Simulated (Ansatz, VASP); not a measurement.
Ge2Sb2Te5 in VASP and in Ansatz

File INCAR:

```
SYSTEM = Ge2Sb2Te5
ALGO     = Normal         ! electronic algorithm
EDIFF    = 1E-7           ! SCF threshold, eV
ENCUT    = 520            ! plane-wave cutoff, eV
GGA      = PE             ! functional
ISIF     = 2              ! what is computed and relaxed
ISMEAR   = 0              ! smearing method
LASPH    = .TRUE.         ! aspherical terms in the spheres
LCHARG   = .TRUE.         ! write CHGCAR
LELF     = .TRUE.         ! ELF
LREAL    = .FALSE.        ! projectors in reciprocal space
LVHAR    = .TRUE.       
LWAVE    = .FALSE.        ! write WAVECAR
NBANDS   = 44             ! bands
NELM     = 100            ! most SCF steps
PREC     = Accurate       ! precision mode
SIGMA    = 0.03           ! smearing width, eV
```

File KPOINTS:

```
k-points
0
G
  12 12 2
  0 0 0
```

Contents of POSCAR:

```
Ge2Sb2Te5
1.0
    3.8639810239      0.0000000000      0.0000000000
   -1.9319905119      3.3463057265      0.0000000000
    0.0000000000      0.0000000000     19.6780961606
Ge Sb Te
2 2 5
Direct
    0.0000000000      0.0000000000      0.3313200918
    0.0000000000      0.0000000000      0.6686799082
    0.3333333333      0.6666666667      0.1120971408
    0.6666666667      0.3333333333      0.8879028592
    0.0000000000      0.0000000000      0.0000000000
    0.3333333333      0.6666666667      0.7914345914
    0.6666666667      0.3333333333      0.2085654086
    0.3333333333      0.6666666667      0.4096023866
    0.6666666667      0.3333333333      0.5903976134
```

Input for Ansatz:

```yaml
crystal:
  lattice:
    - [3.8639810239, 0.0, 0.0]
    - [-1.9319905119, 3.3463057265, 0.0]
    - [0.0, 0.0, 19.6780961606]
  atoms:
    - { symbol: Ge, position: [0.0, 0.0, 0.3313200918] }
    - { symbol: Ge, position: [0.0, 0.0, 0.6686799082] }
    - { symbol: Sb, position: [0.3333333333, 0.6666666667, 0.1120971408] }
    - { symbol: Sb, position: [0.6666666667, 0.3333333333, 0.8879028592] }
    - { symbol: Te, position: [0.0, 0.0, 0.0] }
    - { symbol: Te, position: [0.3333333333, 0.6666666667, 0.7914345914] }
    - { symbol: Te, position: [0.6666666667, 0.3333333333, 0.2085654086] }
    - { symbol: Te, position: [0.3333333333, 0.6666666667, 0.4096023866] }
    - { symbol: Te, position: [0.6666666667, 0.3333333333, 0.5903976134] }
basis:
  ecutwfc: 420
kpoints:
  mp_grid: { grid: [12, 12, 2] }
hamiltonian:
  xc: pbe
scf:
  occupations: { method: gaussian, width: 0.03 }
output:
  forces: true
  stress: true
  eigenvalues: true
```

Alike in both runs: task single point; functional PBE; k mesh 12 × 12 × 2; occupations gaussian, width 0.03 eV; no spin polarisation.

|  | VASP | Ansatz |
| --- | --- | --- |
| version | VASP 6.6.1 | Ansatz 0.2.0 |
| potentials or method | VASP PAW PBE potentials, release 64 (Ge_d, Sb, Te), cutoff 520 eV | scalar-relativistic, plane waves, PAW |
| valence electrons in the cell | 68 | 138 |

```csv
,VASP,Ansatz,Ansatz less VASP
gap on the k mesh at the Fermi level (eV),none,none,-
pressure (GPa),6.0,6.0,-0.01
"traceless stress, the component that is largest in VASP (GPa)",-3.15,-3.21,-0.061
rms of the force components (eV/Å),0.243,0.226,-0.0175
```

Atom by atom the forces differ by 0.018 eV/Å (rms over components). A gap of «none» marks a metal or a gap that the smearing closes. With one functional, cell and mesh, what is left measures potentials, basis and numerics. VASP's potentials hold 68 valence electrons a cell and Ansatz's 138, so a difference there can come from the potentials and not from the codes.

Spin-orbit coupling is off throughout.
